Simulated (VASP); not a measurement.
Wanted: the native input for a VASP 6.6.1 run.

| Property | Result |
| --- | --- |
| Task | single point |
| Functional | PBE |
| Potentials or basis | VASP PAW PBE potentials, release 64 (Mn_pv, O) |
| Cutoff | 600 eV |
| k mesh | 10 × 10 × 10 |
| Occupations | fermi-dirac, width 0.05 eV |
| Spin | collinear spin, ferromagnetic start |
| Starting moments | [4.0, 0.0] μB |
| Dipole correction | no |
| Further INCAR settings | ALGO = Normal; EDIFF = 1e-06; NBANDS = 20 |

The structure of MnO lies in POSCAR:

```
MnO
1.0
    2.6178348084      0.0000000000      0.0000000000
    0.0000000000      2.6178348084      0.0000000000
    0.0000000000      0.0000000000      2.6178348084
Mn O
1 1
Direct
    0.0000000000      0.0000000000      0.0000000000
    0.5000000000      0.5000000000      0.5000000000
```

The input as run:

INCAR

```
  ALGO = Normal
  EDIFF = 1E-6
  ENCUT = 600
  GGA = PE
  GGA_COMPAT = False
  ISIF = 2
  ISMEAR = -1
  ISPIN = 2
  LASPH = True
  LCHARG = False
  LMAXMIX = 4
  LORBIT = 11
  LREAL = False
  LWAVE = False
  MAGMOM = 4 0
  NBANDS = 20
  NELM = 200
  PREC = Accurate
  SIGMA = 0.05
```

KPOINTS

```
k-points
0
Gamma
  10 10 10
```

Potentials or basis: VASP PAW PBE potentials, release 64 (Mn_pv, O).

Command:

```console
$ cat potpaw_PBE.64/Mn_pv/POTCAR potpaw_PBE.64/O/POTCAR > POTCAR
$ mpirun -np 1 vasp_std > vasp.out
```

It gave:

```yaml
Pressure: 8.8 GPa
Net_moment: 3.62 μB per cell
Site_moments: Mn +3.43; O +0.05 μB
Valence_electrons_inside_the_program's_atomic_spheres: Mn 11.55; O 4.96
```

Caveat: a cell with one magnetic atom can't hold antiferromagnetic order, which such compounds often take.

Run time: 16 s on 1 thread of Intel(R) Xeon(R) 6975P-C (Granite Rapids) (shared host), peak memory 0.17 GiB.
